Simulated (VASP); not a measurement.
## Cs2AgBiBr6: single point with PBEsol

Crystal: Cs2AgBiBr6.

```xyz
10
Lattice="0.0000 5.5784 5.5784 5.5784 0.0000 5.5784 5.5784 5.5784 0.0000" Properties=species:S:1:pos:R:3 pbc="T T T"
Cs    2.7892    2.7892    2.7892
Cs    8.3676    8.3676    8.3676
Ag    5.5784    5.5784    5.5784
Bi    0.0000    0.0000    0.0000
Br    5.5784    2.7953    5.5784
Br    8.3615    5.5784    5.5784
Br    5.5784    8.3615    5.5784
Br    2.7953    5.5784    5.5784
Br    5.5784    5.5784    2.7953
Br    5.5784    5.5784    8.3615
```

- Program: VASP 6.6.1
- Task: single point
- Functional: PBEsol
- Potentials or basis: VASP PAW PBE potentials, release 64 (Cs_sv, Ag, Bi_d, Br)
- Cutoff: 520 eV
- k mesh: 3 × 3 × 3
- Occupations: gaussian, width 0.01 eV
- Spin: no spin polarisation

The pressure is 0.6 GPa and the largest force is 0.380 eV/Å. The band gap on the k mesh is 1.82 eV (least direct gap 2.48 eV).

Forces in eV/Å, atoms in the order of the input:
```
Cs   0.000  0.000  0.000
Cs   0.000  0.000  0.000
Ag   0.000  0.000  0.000
Bi   0.000  0.000  0.000
Br   0.000  0.380  0.000
Br  -0.380  0.000  0.000
Br   0.000 -0.380  0.000
Br   0.380  0.000  0.000
Br   0.000  0.000  0.380
Br   0.000  0.000 -0.380
```

Levels at points of the mesh, in eV from the valence-band top:
```
           k point  band 39  band 40  band 41  band 42  band 43  band 44  band 45  band 46  band 47  band 48
(0.00, 0.00, 0.00)    -0.90    -0.90    -0.90    -0.33    -0.33     2.60     2.60     2.60     3.81     4.69
```

Run time: 2.7 min on 1 thread of Intel Xeon 8259CL, with other jobs on the host, peak memory 0.54 GiB.

Caveat: the PAW data sets were made with another functional, which shifts forces and pressure a little; spin-orbit coupling is left out, which moves the levels of the heavy elements; an odd mesh through Γ misses points on the zone boundary, where band edges can lie.
